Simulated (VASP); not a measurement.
Wanted: the native input for a VASP 6.6.1 run.

| Item | Value |
| --- | --- |
| Task | single point |
| Functional | LDA |
| Potentials or basis | VASP PAW LDA potentials, release 64 (Zn) |
| Cutoff | 520 eV |
| k mesh | 16 × 16 × 16 |
| Occupations | fermi-dirac, width 0.1 eV |
| Spin | no spin polarisation |
| Dipole correction | no |
| Further INCAR settings | ALGO = Normal; EDIFF = 1e-07; NBANDS = 19 |

The structure of Zn lies in POSCAR:

```
Zn
1.0
    0.0000000000      2.7746049637      2.7746049637
    2.7746049637      0.0000000000      2.7746049637
    2.7746049637      2.7746049637      0.0000000000
Zn
2
Direct
    0.1250000000      0.1250000000      0.1250000000
    0.8750000000      0.8750000000      0.8750000000
```

These files were run (other wordings do the same):

INCAR

```
  PREC = Accurate
  ENCUT = 520
  EDIFF = 1E-7
  ISMEAR = -1
  SIGMA = 0.1
  LREAL = F
  LASPH = T
  NELM = 80
  ALGO = Normal
  ISIF = 2
  LWAVE = F
  LCHARG = F
  GGA = CA
  NBANDS = 19
```

KPOINTS

```
regular mesh
0
Gamma
  16 16 16
```

Potentials or basis: VASP PAW LDA potentials, release 64 (Zn).

Command:

```bash
$ cat potpaw_LDA.64/Zn/POTCAR > POTCAR
$ mpirun -np 1 vasp_std > vasp.out
```

It gave:

- Pressure: 0.5 GPa
- Band gap on the k mesh: zero (band 12 reaches 6.45 eV, above the bottom of band 13 at -0.27 eV)

Run time: 92 s on 1 thread of Intel(R) Xeon(R) Platinum 8259CL CPU @ 2.50GHz (Skylake/Cascade Lake), on a shared host, peak memory 0.21 GiB.
